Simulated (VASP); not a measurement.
# HfO2 (Fm-3m) in VASP: further runs, part 2 of 2

VASP 6.6.1. Earlier steps stand in the parts before.

## (4) Single point, LDA

This run uses another cell than the first one, of 10.59 Å³/atom, 1.056 times its volume.

INCAR reads:

```
PREC = Accurate
ENCUT = 520
EDIFF = 1E-6
ISMEAR = 0
SIGMA = 0.01
LREAL = False
LASPH = True
NELM = 100
ALGO = Normal
ISIF = 2
LWAVE = False
LCHARG = False
GGA = CA
NBANDS = 18
```

KPOINTS reads:

```
regular mesh
0
Gamma
  6 6 6
```

POSCAR reads:

```
HfO2
1.0
    0.0000000000      2.5141441666      2.5141441666
    2.5141441666      0.0000000000      2.5141441666
    2.5141441666      2.5141441666      0.0000000000
Hf O
1 2
Direct
    0.0000000000      0.0000000000      0.0000000000
    0.2500000000      0.2500000000      0.2500000000
    0.7500000000      0.7500000000      0.7500000000
```

Potentials or basis: VASP PAW LDA potentials, release 64 (Hf_pv, O).

Command:

```
$ cat potpaw_LDA.64/Hf_pv/POTCAR potpaw_LDA.64/O/POTCAR > POTCAR
$ mpirun -np 1 vasp_std > vasp.out
```

OUTCAR:

```text
PREC = Accurate
   ENCUT = 520
   EDIFF = 1E-6
   ISMEAR = 0
   LREAL = False
   LASPH = True
   NELM = 100
   ISIF = 2
   GGA = CA

 ion  position               nearest neighbor table
   1  0.000  0.000  0.000-   3 2.18   3 2.18   3 2.18   2 2.18   3 2.18   2 2.18   2 2.18   2 2.18

   2  0.250  0.250  0.250-   1 2.18   1 2.18   1 2.18   1 2.18
   3  0.750  0.750  0.750-   1 2.18   1 2.18   1 2.18   1 2.18

  LATTYP: Found a face centered cubic cell.
 ALAT       =     5.0282883332

  Lattice vectors:

 A1 = (   0.0000000000,   2.5141441666,   2.5141441666)
 A2 = (   2.5141441666,   0.0000000000,   2.5141441666)
 A3 = (   2.5141441666,   2.5141441666,   0.0000000000)

Analysis of symmetry for initial positions (statically):
=====================================================================
 Subroutine PRICEL returns:
 Original cell was already a primitive cell.

 Routine SETGRP: Setting up the symmetry group for a
 face centered cubic supercell.

 Subroutine GETGRP returns: Found 48 space group operations
 (whereof 48 operations were pure point group operations)
 out of a pool of 48 trial point group operations.

The static configuration has the point symmetry O_h .

Analysis of symmetry for dynamics (positions and initial velocities):
=====================================================================
 Subroutine PRICEL returns:
 Original cell was already a primitive cell.

 Routine SETGRP: Setting up the symmetry group for a
 face centered cubic supercell.

 Subroutine GETGRP returns: Found 48 space group operations
 (whereof 48 operations were pure point group operations)
 out of a pool of 48 trial point group operations.

The dynamic configuration has the point symmetry O_h .

 Subroutine INISYM returns: Found 48 space group operations
 (whereof 48 operations are pure point group operations),
 and found     1 'primitive' translations

[... 107 lines left out ...]
     AMIX_MAG =   1.60;   BMIX_MAG =  1.00
  volume/ion in A,a.u.               =      10.59        71.50
  Fermi-wavevector in a.u.,A,eV,Ry     =   1.448157  2.736619 28.533563  2.097158
  Thomas-Fermi vector in A             =   2.566030
   LORBIT       =      0    0 simple, 1 ext, 2 COOP (PROOUT), +10 PAW based schemes
   GGA     = CA    functional components
   LHFCALC =     F    Hartree Fock is set to
   AEXX    =    0.0000 exact exchange contribution
   IVDW    =     0    specifies the selected vdW correction
   LEPSILON=     F    determine dielectric tensor
   LRPA    =     F    only Hartree local field effects (RPA)
 non-spin polarized calculation
 Gauss-broadening in eV      SIGMA  =   0.01
  energy-cutoff  :      520.00
  volume of cell :       31.78
 maximum number of plane-waves:       869
 NGX is ok and might be reduce to    28
   NGX = 13   NGY = 13   NGZ = 13

 number of electron      21.9999995 magnetization

 Free energy of the ion-electron system (eV)
  ---------------------------------------------------
  ext. energy  EPLUGINS =         0.00000000
  ---------------------------------------------------
  free energy    TOTEN  =       -33.05113808 eV

  energy without entropy =      -33.05113808  energy(sigma->0) =      -33.05113808

 E-fermi :   4.3439     XC(G=0): -12.4426

 val. band max:        4.2732219726   @ k =   0.5000   0.5000   0.0000
 cond. band min:       7.9321651555   @ k =   0.5000   0.5000   0.0000
 fundamental gap:      3.6589431829
 Fermi energy:         4.3439317050

 k-point     1 :       0.0000    0.0000    0.0000
  band No.  band energies     occupation
      1     -25.1105      2.00000
      2     -25.1105      2.00000
      3     -25.1105      2.00000
      4     -14.3586      2.00000
      5     -11.0689      2.00000
      6      -1.2890      2.00000
[... 313 lines left out ...]
      5     -12.0838      2.00000
      6      -1.8242      2.00000
[... 10 lines left out ...]
     17      16.9981      0.00000
     18      17.3391      0.00000

------------------------ aborting loop because EDIFF is reached ----------------------------------------

  FORCE on cell =-STRESS in cart. coord.  units (eV):
  Direction    XX          YY          ZZ          XY          YZ          ZX
  --------------------------------------------------------------------------------------
  -------------------------------------------------------------------------------------
  Total       -1.5002634     -1.5002634     -1.5002634      0.0000000      0.0000000      0.0000000
  in kB      -75.6271217    -75.6271217    -75.6271217      0.0000000      0.0000000      0.0000000
  external PRESSURE =     -75.6271217 kB  Pullay stress =       0.0000000 kB

 VOLUME and BASIS-vectors are now :
 -----------------------------------------------------------------------------
  energy-cutoff  :      520.00
  volume of cell :       31.78
      direct lattice vectors                 reciprocal lattice vectors
     0.000000000  2.514144167  2.514144167    -0.198874832  0.198874832  0.198874832
     2.514144167  0.000000000  2.514144167     0.198874832 -0.198874832  0.198874832
     2.514144167  2.514144167  0.000000000     0.198874832  0.198874832 -0.198874832

 POSITION                                       TOTAL-FORCE (eV/Angst)
 -----------------------------------------------------------------------------------
      0.00000      0.00000      0.00000        -0.000000     -0.000000     -0.000000
      1.25707      1.25707      1.25707        -0.000000     -0.000000      0.000000
      3.77122      3.77122      3.77122         0.000000      0.000000      0.000000
 -----------------------------------------------------------------------------------
    total drift:                                0.000000      0.000000      0.000000

  FREE ENERGIE OF THE ION-ELECTRON SYSTEM (eV)
  ---------------------------------------------------
  free  energy   TOTEN  =       -33.0511380800 eV

  energy  without entropy=      -33.0511380800  energy(sigma->0) =      -33.05113808
```

OSZICAR:

```text
N       E                     dE             d eps       ncg     rms          rms(c)
DAV:   1     0.894283878908E+02    0.89428E+02   -0.12845E+04   576   0.121E+03
DAV:   2    -0.349959541417E+02   -0.12442E+03   -0.12015E+03   742   0.292E+02
DAV:   3    -0.386514266423E+02   -0.36555E+01   -0.36449E+01   660   0.443E+01
DAV:   4    -0.386706749394E+02   -0.19248E-01   -0.19245E-01   736   0.358E+00
DAV:   5    -0.386707771669E+02   -0.10223E-03   -0.10223E-03   636   0.242E-01    0.522E+01
DAV:   6    -0.332783370058E+02    0.53924E+01   -0.19643E+01   592   0.319E+01    0.446E+01
DAV:   7    -0.331195689474E+02    0.15877E+00   -0.67188E-01   660   0.678E+00    0.301E+01
DAV:   8    -0.330717199242E+02    0.47849E-01   -0.28620E-01   646   0.459E+00    0.888E+00
DAV:   9    -0.330516025132E+02    0.20117E-01   -0.63830E-02   612   0.204E+00    0.278E+00
DAV:  10    -0.330511386241E+02    0.46389E-03   -0.20860E-03   672   0.340E-01    0.476E-01
DAV:  11    -0.330511378725E+02    0.75163E-06   -0.12583E-04   646   0.975E-02    0.576E-02
DAV:  12    -0.330511380800E+02   -0.20750E-06   -0.26321E-06   680   0.128E-02
   1 F= -.33051138E+02 E0= -.33051138E+02  d E =-.151338E-25
```

Run time: 4.8 s. Hardware: 1 thread of Intel Xeon 6975P-C, shared host; peak memory 0.14 GiB.

What came out:

```yaml
Free_energy: -33.0511 eV
Pressure: -7.6 GPa
Band_gap_on_the_k_mesh: 3.66 eV, direct
```

Levels at points of the mesh, in eV from the valence-band top:
```
           k point  band 7  band 8  band 9  band 10  band 11  band 12  band 13  band 14  band 15  band 16
(0.00, 0.00, 0.00)   -5.56   -5.56   -0.62    -0.62    -0.62     3.74     3.74     5.89    10.68    10.68
(0.50, 0.00, 0.00)   -4.51   -3.10   -2.81    -1.87    -1.87     4.51     4.51     7.17     8.88     9.58
(0.50, 0.50, 0.00)   -3.54   -3.54   -1.59    -1.59     0.00     3.66     5.46     6.82     8.30     8.30
```

Caveat: spin-orbit coupling is left out, which moves the levels of the heavy elements. A k mesh can miss the band edges.

## (5) Single point, LDA

This run uses another cell than the first one, of 10.87 Å³/atom, 1.083 times its volume.

INCAR reads:

```
ALGO = Normal
EDIFF = 1E-7
ENCUT = 520
ISIF = 2
ISMEAR = 0
LASPH = T
LCHARG = F
LREAL = F
LWAVE = F
NBANDS = 18
NELM = 80
PREC = Accurate
SIGMA = 0.01
```

KPOINTS reads:

```
k-points
0
Gamma
  6 6 6
```

POSCAR reads:

```
HfO2
1.0
    0.0000000000      2.5360073872      2.5360073872
    2.5360073872      0.0000000000      2.5360073872
    2.5360073872      2.5360073872      0.0000000000
Hf O
1 2
Direct
    0.0000000000      0.0000000000      0.0000000000
    0.2500000000      0.2500000000      0.2500000000
    0.7500000000      0.7500000000      0.7500000000
```

Potentials or basis: VASP PAW LDA potentials, release 64 (Hf_pv, O).

Command:

```
$ cat potpaw_LDA.64/Hf_pv/POTCAR potpaw_LDA.64/O/POTCAR > POTCAR
$ mpirun -np 1 vasp_std > vasp.out
```

OUTCAR:

```text
EDIFF = 1E-7
   ENCUT = 520
   ISIF = 2
   ISMEAR = 0
   LASPH = T
   LREAL = F
   NELM = 80
   PREC = Accurate

 ion  position               nearest neighbor table
   1  0.000  0.000  0.000-   2 2.20   3 2.20   3 2.20   3 2.20   3 2.20   2 2.20   2 2.20   2 2.20

   2  0.250  0.250  0.250-   1 2.20   1 2.20   1 2.20   1 2.20
   3  0.750  0.750  0.750-   1 2.20   1 2.20   1 2.20   1 2.20

[... 520 lines left out ...]
------------------------ aborting loop because EDIFF is reached ----------------------------------------

  FORCE on cell =-STRESS in cart. coord.  units (eV):
  Direction    XX          YY          ZZ          XY          YZ          ZX
  --------------------------------------------------------------------------------------
  -------------------------------------------------------------------------------------
  Total       -2.8185474     -2.8185474     -2.8185474     -0.0000000      0.0000000     -0.0000000
  in kB     -138.4377018   -138.4377018   -138.4377018     -0.0000000      0.0000000     -0.0000000
  external PRESSURE =    -138.4377018 kB  Pullay stress =       0.0000000 kB

 VOLUME and BASIS-vectors are now :
 -----------------------------------------------------------------------------
  energy-cutoff  :      520.00
  volume of cell :       32.62
      direct lattice vectors                 reciprocal lattice vectors
     0.000000000  2.536007387  2.536007387    -0.197160309  0.197160309  0.197160309
     2.536007387  0.000000000  2.536007387     0.197160309 -0.197160309  0.197160309
     2.536007387  2.536007387  0.000000000     0.197160309  0.197160309 -0.197160309

 POSITION                                       TOTAL-FORCE (eV/Angst)
 -----------------------------------------------------------------------------------
      0.00000      0.00000      0.00000         0.000000      0.000000      0.000000
      1.26800      1.26800      1.26800        -0.000000     -0.000000     -0.000000
      3.80401      3.80401      3.80401         0.000000     -0.000000      0.000000
 -----------------------------------------------------------------------------------
    total drift:                                0.000000      0.000000      0.000000

  FREE ENERGIE OF THE ION-ELECTRON SYSTEM (eV)
  ---------------------------------------------------
  free  energy   TOTEN  =       -32.9960621317 eV

  energy  without entropy=      -32.9960621317  energy(sigma->0) =      -32.99606213
```

OSZICAR:

```text
N       E                     dE             d eps       ncg     rms          rms(c)
DAV:   1     0.815528883348E+02    0.81553E+02   -0.12772E+04   576   0.120E+03
DAV:   2    -0.348350785236E+02   -0.11639E+03   -0.11378E+03   724   0.280E+02
DAV:   3    -0.386342261746E+02   -0.37991E+01   -0.37849E+01   672   0.440E+01
DAV:   4    -0.386551997784E+02   -0.20974E-01   -0.20969E-01   710   0.366E+00
DAV:   5    -0.386553190969E+02   -0.11932E-03   -0.11932E-03   658   0.266E-01    0.493E+01
DAV:   6    -0.332430409632E+02    0.54123E+01   -0.20062E+01   586   0.317E+01    0.429E+01
DAV:   7    -0.330713861401E+02    0.17165E+00   -0.70312E-01   660   0.687E+00    0.296E+01
DAV:   8    -0.330205978631E+02    0.50788E-01   -0.33685E-01   634   0.494E+00    0.936E+00
DAV:   9    -0.329964645642E+02    0.24133E-01   -0.70281E-02   630   0.218E+00    0.284E+00
DAV:  10    -0.329960684625E+02    0.39610E-03   -0.20805E-03   658   0.337E-01    0.463E-01
DAV:  11    -0.329960613927E+02    0.70698E-05   -0.13053E-04   648   0.975E-02    0.583E-02
DAV:  12    -0.329960620676E+02   -0.67488E-06   -0.25715E-06   722   0.124E-02    0.177E-02
DAV:  13    -0.329960621317E+02   -0.64068E-07   -0.15641E-07   602   0.297E-03
   1 F= -.32996062E+02 E0= -.32996062E+02  d E =-.175519E-51
```

stdout:

```text
POSCAR found type information on POSCAR HfO
 POSCAR found :  2 types and       3 ions
 scaLAPACK will be used
 LDA part: xc-table for (Slater(with rela. corr.)+CA(PZ))
 , standard interpolation
 POSCAR, INCAR and KPOINTS ok, starting setup
 FFT: planning ... GRIDC
 FFT: planning ... GRID_SOFT
 FFT: planning ... GRID
 WAVECAR not read
 entering main loop
```

Wall time 5 s (1 thread of Intel Xeon 6975P-C, shared host); peak memory 0.14 GiB.

Results:

```
Free energy            : -32.9961 eV
Pressure               : -13.8 GPa
Band gap on the k mesh : 3.59 eV, direct
```

Caveat: spin-orbit coupling is left out, which moves the levels of the heavy elements. A hybrid or GW would open this gap; LDA tends to underestimate it.

## (6) Summary

```csv
cell,gap on the mesh (eV),pressure (GPa)
"a = 3.492 Å, angles 60.0°, 3 atoms",3.80,8.1
"a = 3.524 Å, angles 60.0°, 3 atoms",3.73,-0.3
"a = 3.556 Å, angles 60.0°, 3 atoms",3.66,-7.6
"a = 3.586 Å, angles 60.0°, 3 atoms",3.59,-13.8
```

Alike in all rows: task single point; level LDA; potentials or basis VASP PAW LDA potentials, release 64 (Hf_pv, O); no spin polarisation; k mesh 6 × 6 × 6; cutoff (eV) 520; smearing gaussian 0.01 eV.

Caveats: spin-orbit coupling is left out, which moves the levels of the heavy elements.

Absolute energies hang on the potentials; compare differences alone.
